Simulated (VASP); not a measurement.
# BePd (Pm-3m) in VASP: further runs

BePd is run at these levels: LDA; tasks: single point.

Program: VASP 6.6.1. These are calculated values, not measurements. Logs are shortened: lines on timing, memory, paths and dates and some standing lists are left out, and cuts for length are marked.

## (1) The cell of the first run

Symmetry: Pm-3m, No. 221, cubic system. Conventional cell: a = 2.773 Å, b = 2.773 Å, c = 2.773 Å, α = 90.00°, β = 90.00°, γ = 90.00°. Be (site symmetry m-3m) has 8 Pd at 2.40 Å and 6 Be at 2.77 Å within 3.2 Å. Within 3.2 Å of Pd (site symmetry m-3m) lie 8 Be at 2.40 Å and 6 Pd at 2.77 Å.

## (2) Single point, LDA

INCAR reads:

```
SYSTEM = BePd
PREC = Accurate ; ENCUT = 520
EDIFF = 1E-6 ; ISMEAR = -1
SIGMA = 0.05 ; LREAL = .FALSE.
LASPH = .TRUE. ; NELM = 60
ALGO = Normal ; ISIF = 2
LWAVE = .FALSE. ; LCHARG = .TRUE.
GGA = CA ; LELF = .TRUE.
LVHAR = .TRUE. ; NBANDS = 13
```

KPOINTS reads:

```
regular mesh
0
G
  15 15 15
  0 0 0
```

POSCAR reads:

```
BePd
1.0
    2.7725795834      0.0000000000      0.0000000000
    0.0000000000      2.7725795834      0.0000000000
    0.0000000000      0.0000000000      2.7725795834
Be Pd
1 1
Direct
    0.0000000000      0.0000000000      0.0000000000
    0.5000000000      0.5000000000      0.5000000000
```

Potentials or basis: VASP PAW LDA potentials, release 64 (Be, Pd).

Launch:

```
$ cat potpaw_LDA.64/Be/POTCAR potpaw_LDA.64/Pd/POTCAR > POTCAR
$ mpirun -np 1 vasp_std > vasp.out
```

OUTCAR:

```text
SYSTEM = BePd
   PREC = Accurate
   ENCUT = 520
   EDIFF = 1E-6
   ISMEAR = -1
   LREAL = .FALSE.
   LASPH = .TRUE.
   NELM = 60
   ISIF = 2
   GGA = CA

 ion  position               nearest neighbor table
   1  0.000  0.000  0.000-   2 2.40   2 2.40   2 2.40   2 2.40   2 2.40   2 2.40   2 2.40   2 2.40

   2  0.500  0.500  0.500-   1 2.40   1 2.40   1 2.40   1 2.40   1 2.40   1 2.40   1 2.40   1 2.40

  LATTYP: Found a simple cubic cell.
 ALAT       =     2.7725795834

  Lattice vectors:

 A1 = (   2.7725795834,   0.0000000000,   0.0000000000)
 A2 = (   0.0000000000,   2.7725795834,   0.0000000000)
 A3 = (   0.0000000000,   0.0000000000,   2.7725795834)

Analysis of symmetry for initial positions (statically):
=====================================================================
 Subroutine PRICEL returns:
 Original cell was already a primitive cell.

 Routine SETGRP: Setting up the symmetry group for a
 simple cubic supercell.

 Subroutine GETGRP returns: Found 48 space group operations
 (whereof 48 operations were pure point group operations)
 out of a pool of 48 trial point group operations.

The static configuration has the point symmetry O_h .

Analysis of symmetry for dynamics (positions and initial velocities):
=====================================================================
 Subroutine PRICEL returns:
 Original cell was already a primitive cell.

 Routine SETGRP: Setting up the symmetry group for a
 simple cubic supercell.

 Subroutine GETGRP returns: Found 48 space group operations
 (whereof 48 operations were pure point group operations)
 out of a pool of 48 trial point group operations.

The dynamic configuration has the point symmetry O_h .

 Subroutine INISYM returns: Found 48 space group operations
 (whereof 48 operations are pure point group operations),
 and found     1 'primitive' translations

----------------------------------------------------------------------------------------

                                     Primitive cell

  volume of cell :      21.3134

  direct lattice vectors                    reciprocal lattice vectors
     2.772579583  0.000000000  0.000000000     0.360674949  0.000000000  0.000000000
     0.000000000  2.772579583  0.000000000     0.000000000  0.360674949  0.000000000
     0.000000000  0.000000000  2.772579583     0.000000000  0.000000000  0.360674949

  length of vectors
     2.772579583  2.772579583  2.772579583     0.360674949  0.360674949  0.360674949

[... 90 lines left out ...]
   PSTRESS=    0.0 pullay stress
   NELECT =      12.0000    total number of electrons
   NUPDOWN=      -1.0000    fix difference up-down
   EMIN   =  10.00;   EMAX   =-10.00  energy-range for DOS
   EFERMI =   0.00;   METHOD = LEGACY
   ISMEAR =    -1;   SIGMA  =   0.05  broadening in eV -4-tet -1-fermi 0-gaus
   EFERMI_NEDOS =   21; number of points for ismear=-14 and -15
   IALGO  =     38    algorithm
   IMIX   =      4    mixing-type and parameters
     AMIX     =   0.40;   BMIX     =  1.00
     AMIX_MAG =   1.60;   BMIX_MAG =  1.00
  volume/ion in A,a.u.               =      10.66        71.91
  Fermi-wavevector in a.u.,A,eV,Ry     =   1.351817  2.554564 24.863410  1.827409
  Thomas-Fermi vector in A             =   2.479207
   LORBIT       =      0    0 simple, 1 ext, 2 COOP (PROOUT), +10 PAW based schemes
   GGA     = CA    functional components
   LHFCALC =     F    Hartree Fock is set to
   AEXX    =    0.0000 exact exchange contribution
   IVDW    =     0    specifies the selected vdW correction
   LEPSILON=     F    determine dielectric tensor
   LRPA    =     F    only Hartree local field effects (RPA)
 non-spin polarized calculation
  energy-cutoff  :      520.00
  volume of cell :       21.31
 maximum number of plane-waves:       588
 NGX is ok and might be reduce to    24
   NGX = 11   NGY = 11   NGZ = 11

 number of electron      12.0000003 magnetization

 Free energy of the ion-electron system (eV)
  ---------------------------------------------------
  ext. energy  EPLUGINS =         0.00000000
  ---------------------------------------------------
  free energy    TOTEN  =       -11.95508844 eV

  energy without entropy =      -11.94759166  energy(sigma->0) =      -11.95134005

 E-fermi :  10.3757     XC(G=0): -12.8089

 val. band max:       10.2887554589   @ k =   0.4667   0.2667   0.0000
 cond. band min:      10.3762291055   @ k =   0.4667   0.2667   0.0667
 fundamental gap:      0.0874736467
 Fermi energy:        10.3757067373

 k-point     1 :       0.0000    0.0000    0.0000
  band No.  band energies     occupation
      1       0.3904      2.00000
      2       4.4141      2.00000
      3       4.4141      2.00000
      4       7.9339      2.00000
      5       7.9339      2.00000
      6       7.9339      2.00000
      7      15.7103      0.00000
      8      15.7103      0.00000
      9      15.7103      0.00000
     10      25.0903      0.00000
     11      25.0903      0.00000
     12      27.8830      0.00000
     13      34.1273      0.00000
[... 354 lines left out ...]
  band No.  band energies     occupation
      1       2.8569      2.00000
      2       4.8096      2.00000
      3       5.4697      2.00000
      4       6.5854      2.00000
      5       6.7589      2.00000
      6       7.5492      2.00000
      7      11.8281      0.00000
      8      16.8739      0.00000
      9      19.3393      0.00000
     10      22.1962      0.00000
     11      25.8124      0.00000
     12      28.3488      0.00000
     13      28.4823      0.00000

 [... further k-points ...]

------------------------ aborting loop because EDIFF is reached ----------------------------------------

  FORCE on cell =-STRESS in cart. coord.  units (eV):
  Direction    XX          YY          ZZ          XY          YZ          ZX
  --------------------------------------------------------------------------------------
  -------------------------------------------------------------------------------------
  Total        0.0904426      0.0904426      0.0904426     -0.0000000      0.0000000      0.0000000
  in kB        6.7987894      6.7987894      6.7987894     -0.0000000      0.0000000      0.0000000
  external PRESSURE =       6.7987894 kB  Pullay stress =       0.0000000 kB

 VOLUME and BASIS-vectors are now :
 -----------------------------------------------------------------------------
  energy-cutoff  :      520.00
  volume of cell :       21.31
      direct lattice vectors                 reciprocal lattice vectors
     2.772579583  0.000000000  0.000000000     0.360674949  0.000000000  0.000000000
     0.000000000  2.772579583  0.000000000     0.000000000  0.360674949  0.000000000
     0.000000000  0.000000000  2.772579583     0.000000000  0.000000000  0.360674949

 POSITION                                       TOTAL-FORCE (eV/Angst)
 -----------------------------------------------------------------------------------
      0.00000      0.00000      0.00000         0.000000      0.000000      0.000000
      1.38629      1.38629      1.38629         0.000000      0.000000      0.000000
 -----------------------------------------------------------------------------------
    total drift:                                0.000000     -0.000000     -0.000000

  FREE ENERGIE OF THE ION-ELECTRON SYSTEM (eV)
  ---------------------------------------------------
  free  energy   TOTEN  =       -11.9550884429 eV

  energy  without entropy=      -11.9475916569  energy(sigma->0) =      -11.95134005
```

OSZICAR:

```text
N       E                     dE             d eps       ncg     rms          rms(c)
DAV:   1     0.464043042537E+02    0.46404E+02   -0.64432E+03  3136   0.893E+02
DAV:   2    -0.119483757146E+02   -0.58353E+02   -0.54822E+02  3795   0.183E+02
DAV:   3    -0.129840992614E+02   -0.10357E+01   -0.10342E+01  3800   0.249E+01
DAV:   4    -0.129886880489E+02   -0.45888E-02   -0.45885E-02  3785   0.182E+00
DAV:   5    -0.129887483623E+02   -0.60313E-04   -0.60312E-04  3903   0.215E-01    0.111E+01
DAV:   6    -0.120809436479E+02    0.90780E+00   -0.76591E+00  3655   0.207E+01    0.336E+00
DAV:   7    -0.119763669132E+02    0.10458E+00   -0.52456E-01  3505   0.604E+00    0.198E+00
DAV:   8    -0.119565619172E+02    0.19805E-01   -0.59033E-03  3735   0.512E-01    0.495E-01
DAV:   9    -0.119550772420E+02    0.14847E-02   -0.93143E-04  4150   0.163E-01    0.320E-02
DAV:  10    -0.119550905733E+02   -0.13331E-04   -0.13988E-05  3750   0.321E-02    0.211E-02
DAV:  11    -0.119550884473E+02    0.21259E-05   -0.16571E-06  2675   0.783E-03    0.106E-03
DAV:  12    -0.119550884429E+02    0.44562E-08   -0.72848E-08  1975   0.218E-03
   1 F= -.11955088E+02 E0= -.11951340E+02  d E =-.749679E-02
```

Wall time 51 s (1 thread of AMD EPYC 7R13, shared host); peak memory 0.12 GiB.

What came out:

```
Free energy            : -11.9551 eV
Pressure               : 0.7 GPa
Band gap on the k mesh : zero (band 6 reaches 14.99 eV, above the bottom of band 7 at 9.31 eV)
```

## (3) Single point, LDA

INCAR reads:

```
PREC = Accurate ; ENCUT = 520
EDIFF = 1E-6 ; ISMEAR = -1
SIGMA = 0.05 ; LREAL = False
LASPH = True ; NELM = 80
ALGO = Normal ; ISIF = 2
LWAVE = False ; LCHARG = True
LELF = True ; LVHAR = True
NBANDS = 13
```

KPOINTS reads:

```
Automatic mesh
0
Gamma
  15 15 15
```

POSCAR is that of step 2.

Potentials or basis: VASP PAW LDA potentials, release 64 (Be, Pd).

Launch:

```
$ cat potpaw_LDA.64/Be/POTCAR potpaw_LDA.64/Pd/POTCAR > POTCAR
$ mpirun -np 1 vasp_std > vasp.out
```

Wall time 47 s (1 thread of AMD EPYC 7R13, shared host); peak memory 0.12 GiB.

Results (log left out):

```
Free energy            : -11.9551 eV
Pressure               : 0.7 GPa
Band gap on the k mesh : zero (band 6 reaches 14.99 eV, above the bottom of band 7 at 9.31 eV)
```

Levels at points of the mesh, in eV from the Fermi level:
```
           k point  band 2  band 3  band 4  band 5  band 6  band 7  band 8  band 9  band 10  band 11
(0.00, 0.00, 0.00)   -5.96   -5.96   -2.44   -2.44   -2.44    5.33    5.33    5.33    14.71    14.71
```
